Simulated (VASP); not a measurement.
# GaN (Fm-3m) in VASP: further runs

The runs below take GaN through single point, with LDA.

Everything below comes from runs of VASP 6.6.1. Logs are shortened: lines on timing, memory, paths and dates and some standing lists are left out, and cuts for length are marked.

### Step 1. The cell of the first run

Symmetry: Fm-3m, No. 225, cubic system. Conventional cell: a = 4.124 Å, b = 4.124 Å, c = 4.124 Å, α = 90.00°, β = 90.00°, γ = 90.00°. Ga (site symmetry m-3m) has 6 N at 2.06 Å within 2.7 Å. Within 2.7 Å of N (site symmetry m-3m) lie 6 Ga at 2.06 Å.

### Step 2. Single point, LDA

The input, INCAR:

```
SYSTEM = GaN
PREC = Accurate
ENCUT = 600
EDIFF = 1E-6
ISMEAR = 0
SIGMA = 0.05
LREAL = .False.
LASPH = .True.
NELM = 120
ALGO = Normal
ISIF = 2
LWAVE = .False.
LCHARG = .False.
GGA = CA
NBANDS = 16
GGA_COMPAT = .False.
```

The input, KPOINTS:

```
Automatic mesh
0
Gamma
  8 8 8
  0 0 0
```

The input, POSCAR:

```
GaN
1.0
    0.0000000000      2.0621386538      2.0621386538
    2.0621386538      0.0000000000      2.0621386538
    2.0621386538      2.0621386538      0.0000000000
Ga N
1 1
Direct
    0.0000000000      0.0000000000      0.0000000000
    0.5000000000      0.5000000000      0.5000000000
```

Potentials or basis: VASP PAW LDA potentials, release 64 (Ga_d, N).

Run with:

```
$ cat potpaw_LDA.64/Ga_d/POTCAR potpaw_LDA.64/N/POTCAR > POTCAR
$ mpirun -np 1 vasp_std > vasp.out
```

OUTCAR:

```text
SYSTEM = GaN
   PREC = Accurate
   ENCUT = 600
   EDIFF = 1E-6
   ISMEAR = 0
   LREAL = .False.
   LASPH = .True.
   NELM = 120
   ISIF = 2
   GGA = CA

 ion  position               nearest neighbor table
   1  0.000  0.000  0.000-   2 2.06   2 2.06   2 2.06   2 2.06   2 2.06   2 2.06
   2  0.500  0.500  0.500-   1 2.06   1 2.06   1 2.06   1 2.06   1 2.06   1 2.06

  LATTYP: Found a face centered cubic cell.
 ALAT       =     4.1242773076

  Lattice vectors:

 A1 = (   0.0000000000,   2.0621386538,   2.0621386538)
 A2 = (   2.0621386538,   0.0000000000,   2.0621386538)
 A3 = (   2.0621386538,   2.0621386538,   0.0000000000)

Analysis of symmetry for initial positions (statically):
=====================================================================
 Subroutine PRICEL returns:
 Original cell was already a primitive cell.

 Routine SETGRP: Setting up the symmetry group for a
 face centered cubic supercell.

 Subroutine GETGRP returns: Found 48 space group operations
 (whereof 48 operations were pure point group operations)
 out of a pool of 48 trial point group operations.

The static configuration has the point symmetry O_h .

Analysis of symmetry for dynamics (positions and initial velocities):
=====================================================================
 Subroutine PRICEL returns:
 Original cell was already a primitive cell.

 Routine SETGRP: Setting up the symmetry group for a
 face centered cubic supercell.

 Subroutine GETGRP returns: Found 48 space group operations
 (whereof 48 operations were pure point group operations)
 out of a pool of 48 trial point group operations.

The dynamic configuration has the point symmetry O_h .

 Subroutine INISYM returns: Found 48 space group operations
 (whereof 48 operations are pure point group operations),
 and found     1 'primitive' translations

----------------------------------------------------------------------------------------

                                     Primitive cell

  volume of cell :      17.5381

  direct lattice vectors                    reciprocal lattice vectors
     0.000000000  2.062138654  2.062138654    -0.242466722  0.242466722  0.242466722
     2.062138654  0.000000000  2.062138654     0.242466722 -0.242466722  0.242466722
     2.062138654  2.062138654  0.000000000     0.242466722  0.242466722 -0.242466722

  length of vectors
     2.916304452  2.916304452  2.916304452     0.419964682  0.419964682  0.419964682

  position of ions in fractional coordinates (direct lattice)
     0.000000000  0.000000000  0.000000000
     0.500000000  0.500000000  0.500000000

  ion indices of the primitive-cell ions
   primitive index   ion index
                 1           1
                 2           2

----------------------------------------------------------------------------------------

 KPOINTS: Automatic mesh

Automatic generation of k-mesh.
 Grid dimensions read from file:
 generate k-points for:    8    8    8

 Generating k-lattice:

  Cartesian coordinates                     Fractional coordinates (reciprocal lattice)
    -0.030308340  0.030308340  0.030308340     0.125000000  0.000000000  0.000000000
     0.030308340 -0.030308340  0.030308340     0.000000000  0.125000000  0.000000000
     0.030308340  0.030308340 -0.030308340     0.000000000  0.000000000  0.125000000

  Length of vectors
     0.052495585  0.052495585  0.052495585

  Shift w.r.t. Gamma in fractional coordinates (k-lattice)
     0.000000000  0.000000000  0.000000000

 Subroutine IBZKPT returns following result:
 ===========================================

 Found     29 irreducible k-points:

 Following reciprocal coordinates:
            Coordinates               Weight
  0.000000  0.000000  0.000000      1.000000
  0.125000  0.000000  0.000000      8.000000
  0.250000  0.000000  0.000000      8.000000
  0.375000  0.000000  0.000000      8.000000
  0.500000  0.000000  0.000000      4.000000
  0.125000  0.125000  0.000000      6.000000
[... 16 lines left out ...]
  0.500000  0.250000  0.125000     48.000000
 -0.375000  0.250000  0.125000     24.000000
 [... further k-points ...]
   k-points           NKPTS =     29   k-points in BZ     NKDIM =     29   number of bands    NBANDS=     16
   number of dos      NEDOS =    301   number of ions     NIONS =      2
   total plane-waves  NPLWV =  13824
   dimension x,y,z NGX =    24 NGY =   24 NGZ =   24
   dimension x,y,z NGXF=    48 NGYF=   48 NGZF=   48
   ions per type =               1   1
   NGX,Y,Z   is equivalent  to a cutoff of  13.68, 13.68, 13.68 a.u.
   NGXF,Y,Z  is equivalent  to a cutoff of  27.36, 27.36, 27.36 a.u.
 SYSTEM =  GaN
   PREC   = accura    normal or accurate (medium, high low for compatibility)
   ISTART =      0    job   : 0-new  1-cont  2-samecut
   ICHARG =      2    charge: 1-file 2-atom 10-const
   ISPIN  =      1    spin polarized calculation?
   LNONCOLLINEAR =      F non collinear calculations
   LSORBIT =      F    spin-orbit coupling
   LASPH  =      T    aspherical Exc in radial PAW
   ENCUT  =  600.0 eV  44.10 Ry    6.64 a.u.   5.82  5.82  5.82*2*pi/ulx,y,z
   NELM   =    120;   NELMIN=  2; NELMDL= -5     # of ELM steps
   EDIFF  = 0.1E-05   stopping-criterion for ELM
   LREAL  =      F    real-space projection
   EDIFFG = 0.1E-04   stopping-criterion for IOM
   NSW    =      0    number of steps for IOM
   IBRION =     -1    ionic relax: 0-MD 1-quasi-New 2-CG
   NFREE  =      0    steps in history (QN), initial steepest desc. (CG)
   ISIF   =      2    stress and relaxation
   ISYM   =      2    0-nonsym 1-usesym 2-fastsym
   POTIM  = 0.5000    time-step for ionic-motion
   TEBEG  =    0.0;   TEEND  =   0.0 temperature during run
   PSTRESS=    0.0 pullay stress
   NELECT =      18.0000    total number of electrons
   NUPDOWN=      -1.0000    fix difference up-down
   EMIN   =  10.00;   EMAX   =-10.00  energy-range for DOS
   EFERMI =   0.00;   METHOD = LEGACY
   ISMEAR =     0;   SIGMA  =   0.05  broadening in eV -4-tet -1-fermi 0-gaus
   EFERMI_NEDOS =   21; number of points for ismear=-14 and -15
   IALGO  =     38    algorithm
   IMIX   =      4    mixing-type and parameters
     AMIX     =   0.40;   BMIX     =  1.00
     AMIX_MAG =   1.60;   BMIX_MAG =  1.00
  volume/ion in A,a.u.               =       8.77        59.18
  Fermi-wavevector in a.u.,A,eV,Ry     =   1.651345  3.120589 37.102273  2.726940
  Thomas-Fermi vector in A             =   2.740140
   LORBIT       =      0    0 simple, 1 ext, 2 COOP (PROOUT), +10 PAW based schemes
   GGA     = CA    functional components
   LHFCALC =     F    Hartree Fock is set to
   AEXX    =    0.0000 exact exchange contribution
   IVDW    =     0    specifies the selected vdW correction
   LEPSILON=     F    determine dielectric tensor
   LRPA    =     F    only Hartree local field effects (RPA)
 non-spin polarized calculation
 Gauss-broadening in eV      SIGMA  =   0.05
  energy-cutoff  :      600.00
  volume of cell :       17.54
 maximum number of plane-waves:       604
   NGX = 11   NGY = 11   NGZ = 11

 number of electron      17.9999993 magnetization

 Free energy of the ion-electron system (eV)
  ---------------------------------------------------
  ext. energy  EPLUGINS =         0.00000000
  ---------------------------------------------------
  free energy    TOTEN  =       -13.04884128 eV

  energy without entropy =      -13.04884128  energy(sigma->0) =      -13.04884128

 E-fermi :   8.8810     XC(G=0): -13.9063

 val. band max:        8.6306009910   @ k =  -0.2500   0.1250   0.0000
 cond. band min:       9.5383174487   @ k =   0.5000   0.5000   0.0000
 fundamental gap:      0.9077164577
 Fermi energy:         8.8809859126

 k-point     1 :       0.0000    0.0000    0.0000
  band No.  band energies     occupation
      1      -9.3267      2.00000
      2      -5.4471      2.00000
      3      -5.4471      2.00000
      4      -5.4471      2.00000
      5      -5.3286      2.00000
      6      -5.3286      2.00000
[... 8 lines left out ...]
     15      25.2470      0.00000
     16      25.2470      0.00000

 k-point     2 :       0.1250    0.0000    0.0000
  band No.  band energies     occupation
      1      -8.9958      2.00000
      2      -5.4641      2.00000
      3      -5.4348      2.00000
      4      -5.4348      2.00000
      5      -5.3485      2.00000
      6      -5.3485      2.00000
[... 8 lines left out ...]
     15      25.3355      0.00000
     16      25.3355      0.00000

 k-point     3 :       0.2500    0.0000    0.0000
  band No.  band energies     occupation
      1      -8.0534      2.00000
      2      -5.5080      2.00000
      3      -5.5080      2.00000
      4      -5.5061      2.00000
      5      -5.2913      2.00000
      6      -5.2913      2.00000
[... 8 lines left out ...]
     15      27.0680      0.00000
     16      27.0680      0.00000

 k-point     4 :       0.3750    0.0000    0.0000
  band No.  band energies     occupation
      1      -6.7303      2.00000
      2      -5.6087      2.00000
      3      -5.6087      2.00000
      4      -5.5622      2.00000
      5      -5.2033      2.00000
      6      -5.2033      2.00000
[... 8 lines left out ...]
     15      29.9216      0.00000
     16      29.9216      0.00000
[... 324 lines left out ...]
 k-point    22 :       0.3750    0.2500    0.1250
  band No.  band energies     occupation
      1      -7.5346      2.00000
      2      -5.5378      2.00000
      3      -5.4959      2.00000
      4      -5.4036      2.00000
      5      -5.2935      2.00000
      6      -5.0422      2.00000
[... 8 lines left out ...]
     15      30.6567      0.00000
     16      31.0954      0.00000

 k-point    23 :       0.5000    0.2500    0.1250
  band No.  band energies     occupation
      1      -6.9178      2.00000
      2      -5.5789      2.00000
      3      -5.4930      2.00000
      4      -5.4166      2.00000
      5      -5.2008      2.00000
      6      -4.4058      2.00000
[... 8 lines left out ...]
     15      30.7212      0.00000
     16      32.2294      0.00000

 k-point    24 :      -0.3750    0.2500    0.1250
  band No.  band energies     occupation
      1      -6.7221      2.00000
      2      -5.6162      2.00000
      3      -5.4991      2.00000
      4      -5.4001      2.00000
      5      -5.1614      2.00000
      6      -3.7828      2.00000
[... 8 lines left out ...]
     15      28.3520      0.00000
     16      33.1056      0.00000

 [... further k-points ...]

------------------------ aborting loop because EDIFF is reached ----------------------------------------

  FORCE on cell =-STRESS in cart. coord.  units (eV):
  Direction    XX          YY          ZZ          XY          YZ          ZX
  --------------------------------------------------------------------------------------
  -------------------------------------------------------------------------------------
  Total        1.3927402      1.3927402      1.3927402      0.0000000     -0.0000000     -0.0000000
  in kB      127.2322182    127.2322182    127.2322182      0.0000000     -0.0000000     -0.0000000
  external PRESSURE =     127.2322182 kB  Pullay stress =       0.0000000 kB

 VOLUME and BASIS-vectors are now :
 -----------------------------------------------------------------------------
  energy-cutoff  :      600.00
  volume of cell :       17.54
      direct lattice vectors                 reciprocal lattice vectors
     0.000000000  2.062138654  2.062138654    -0.242466722  0.242466722  0.242466722
     2.062138654  0.000000000  2.062138654     0.242466722 -0.242466722  0.242466722
     2.062138654  2.062138654  0.000000000     0.242466722  0.242466722 -0.242466722

 POSITION                                       TOTAL-FORCE (eV/Angst)
 -----------------------------------------------------------------------------------
      0.00000      0.00000      0.00000        -0.000000      0.000000      0.000000
      2.06214      2.06214      2.06214         0.000000      0.000000      0.000000
 -----------------------------------------------------------------------------------
    total drift:                                0.000000     -0.000000     -0.000000

  FREE ENERGIE OF THE ION-ELECTRON SYSTEM (eV)
  ---------------------------------------------------
  free  energy   TOTEN  =       -13.0488412789 eV

  energy  without entropy=      -13.0488412789  energy(sigma->0) =      -13.04884128
```

Wall time 12 s (1 thread of Intel Xeon 8259CL, shared host); peak memory 0.13 GiB.

Results:

* Free energy: -13.0488 eV
* Pressure: 12.7 GPa
* Band gap on the k mesh: 0.91 eV (least direct gap 3.80 eV)

Caveat: the cell stands under pressure.

### Step 3. Single point, LDA

This run uses another cell than the first one, of 9.53 Å³/atom.

INCAR is that of step 2.

KPOINTS is that of step 2.

The input, POSCAR:

```
GaN
1.0
    0.0000000000      2.1200000000      2.1200000000
    2.1200000000      0.0000000000      2.1200000000
    2.1200000000      2.1200000000      0.0000000000
Ga N
1 1
Direct
    0.0000000000      0.0000000000      0.0000000000
    0.5000000000      0.5000000000      0.5000000000
```

Potentials or basis: VASP PAW LDA potentials, release 64 (Ga_d, N).

Run with:

```
$ cat potpaw_LDA.64/Ga_d/POTCAR potpaw_LDA.64/N/POTCAR > POTCAR
$ mpirun -np 1 vasp_std > vasp.out
```

Wall time 14 s (1 thread of Intel Xeon 8259CL, shared host); peak memory 0.13 GiB.

Results (log left out):

```yaml
Free_energy: -13.0639 eV
Pressure: -8.5 GPa
Band_gap_on_the_k_mesh: 0.37 eV (least direct gap 2.71 eV)
```

Levels at points of the mesh, in eV from the valence-band top:
| k point | band 5 | band 6 | band 7 | band 8 | band 9 | band 10 | band 11 | band 12 | band 13 | band 14 |
| --- | --- | --- | --- | --- | --- | --- | --- | --- | --- | --- |
| (0.00, 0.00, 0.00) | -13.99 | -13.99 | -0.50 | -0.50 | -0.50 | 2.21 | 14.61 | 14.61 | 14.61 | 15.41 |
| (0.50, 0.00, 0.00) | -13.86 | -13.86 | -8.28 | -0.15 | -0.15 | 4.64 | 8.85 | 8.85 | 9.13 | 16.15 |
| (0.50, 0.50, 0.00) | -13.81 | -10.86 | -7.09 | -3.02 | -3.02 | 0.37 | 7.77 | 11.69 | 14.16 | 14.16 |

Caveat: the cell stands under tension.

### Step 4. Single point, LDA

This run uses another cell than the first one, of 9.13 Å³/atom.

The input, INCAR:

```
SYSTEM = GaN
  PREC = Accurate
  ENCUT = 600
  EDIFF = 1E-6
  ISMEAR = 0
  SIGMA = 0.05
  LREAL = .FALSE.
  LASPH = .TRUE.
  NELM = 120
  ALGO = Normal
  ISIF = 2
  LWAVE = .FALSE.
  LCHARG = .FALSE.
  NBANDS = 16
  GGA_COMPAT = .FALSE.
```

The input, KPOINTS:

```
regular mesh
0
G
  8 8 8
  0 0 0
```

The input, POSCAR:

```
GaN
1.0
    0.0000000000      2.0904248982      2.0904248982
    2.0904248982      0.0000000000      2.0904248982
    2.0904248982      2.0904248982      0.0000000000
Ga N
1 1
Direct
    0.0000000000      0.0000000000      0.0000000000
    0.5000000000      0.5000000000      0.5000000000
```

Run with:

```
$ cat potpaw_LDA.64/Ga_d/POTCAR potpaw_LDA.64/N/POTCAR > POTCAR
$ mpirun -np 1 vasp_std > vasp.out
```

It took 15 s on 1 thread of Intel Xeon 8259CL, shared host; peak memory 0.13 GiB.

The run converged. Its results:

```
Free energy            : -13.0812 eV
Pressure               : 1.3 GPa
Band gap on the k mesh : 0.64 eV (least direct gap 3.25 eV)
```

Levels at points of the mesh, in eV from the valence-band top:
```
           k point  band 6  band 7  band 8  band 9  band 10  band 11  band 12  band 13
(0.00, 0.00, 0.00)  -13.97   -0.55   -0.55   -0.55     2.71    14.86    14.86    14.86
(0.50, 0.00, 0.00)  -13.82   -8.50   -0.15   -0.15     4.82     9.10     9.10     9.68
(0.50, 0.50, 0.00)  -10.78   -7.42   -3.18   -3.18     0.64     7.81    12.12    14.71
```

### Step 5. Single point, LDA (8.66 Å³/atom)

This run uses another cell than the first one, of 8.66 Å³/atom.

The input, INCAR:

```
PREC = Accurate
ENCUT = 600
EDIFF = 1E-6
ISMEAR = 0
SIGMA = 0.02
LREAL = F
LASPH = T
NELM = 120
ALGO = Normal
ISIF = 2
LWAVE = F
LCHARG = F
NBANDS = 16
GGA_COMPAT = F
```

The input, KPOINTS:

```
Automatic mesh
0
Gamma
  12 12 12
```

The input, POSCAR:

```
GaN
1.0
    0.0000000000      2.0535000000      2.0535000000
    2.0535000000      0.0000000000      2.0535000000
    2.0535000000      2.0535000000      0.0000000000
Ga N
1 1
Direct
    0.0000000000      0.0000000000      0.0000000000
    0.5000000000      0.5000000000      0.5000000000
```

Run with:

```
$ cat potpaw_LDA.64/Ga_d/POTCAR potpaw_LDA.64/N/POTCAR > POTCAR
$ mpirun -np 1 vasp_std > vasp.out
```

Run time: 30 s. Hardware: 1 thread of Intel Xeon 8259CL, shared host; peak memory 0.15 GiB.

The run converged. Its results:

- Free energy: -13.0297 eV
- Pressure: 16.7 GPa
- Band gap on the k mesh: 0.98 eV (least direct gap 3.98 eV)

Levels at points of the mesh, in eV from the valence-band top:
| k point | band 7 | band 8 | band 9 | band 10 | band 11 | band 12 |
| --- | --- | --- | --- | --- | --- | --- |
| (0.00, 0.00, 0.00) | -0.63 | -0.63 | -0.63 | 3.34 | 15.17 | 15.17 |
| (0.50, 0.00, 0.00) | -8.80 | -0.16 | -0.16 | 5.04 | 9.39 | 9.39 |
| (0.50, 0.50, 0.00) | -7.88 | -3.42 | -3.42 | 0.98 | 7.85 | 12.65 |

Caveat: the cell stands under pressure.

### Step 6. The runs side by side

```csv
cell,k mesh,smearing,gap on the mesh (eV),pressure (GPa)
"a = 2.916 Å, angles 60.0°, 2 atoms",8 × 8 × 8,gaussian 0.05 eV,0.91,12.7
"a = 2.998 Å, angles 60.0°, 2 atoms",8 × 8 × 8,gaussian 0.05 eV,0.37,-8.5
"a = 2.956 Å, angles 60.0°, 2 atoms",8 × 8 × 8,gaussian 0.05 eV,0.64,1.3
"a = 2.904 Å, angles 60.0°, 2 atoms",12 × 12 × 12,gaussian 0.02 eV,0.98,16.7
```

Alike in all rows: task single point; level LDA; potentials or basis VASP PAW LDA potentials, release 64 (Ga_d, N); no spin polarisation; cutoff (eV) 600.

Caveats: the cell stands under pressure (at least some runs); the cell stands under tension (at least some runs).

Total energies depend on the potentials used, so only differences within one code and one set of settings carry meaning.
